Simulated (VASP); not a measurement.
MnS:

```
CELL_PARAMETERS angstrom
1.83000 1.05655 2.97092
-1.83000 1.05655 2.97092
0.00000 -2.11310 2.97092
ATOMIC_POSITIONS crystal
Mn 0.00000 0.00000 0.00000
S 0.50000 0.50000 0.50000
```

Base run:

| Quantity | Value |
| --- | --- |
| Program | VASP 6.6.1 |
| Functional | PBE |
| Potentials or basis | VASP PAW PBE potentials, release 64 (Mn_pv, S) |
| Cutoff | 520 eV |
| k mesh | 8 × 8 × 8 |
| Occupations | fermi-dirac, width 0.05 eV |
| Spin | collinear spin, ferromagnetic start |
| Starting moments | [2.0, 0.0] μB |
| Fixed moment | 2 μB |

Its results: pressure -19.0 GPa; site moments Mn +2.02; S -0.05 μB.

Q: The run is repeated on the same cell with these changes: fixed moment from 2 μB to 1 μB; moments at the start from [2.0, 0.0] to [1.0, 0.0]. What comes out?

A: Pressure -17.2 GPa; site moments Mn +1.02; S +0.00 μB.

Caveats: the total moment is fixed, so each spin has its own Fermi level; a cell with one magnetic atom can't hold antiferromagnetic order, which such compounds often take.
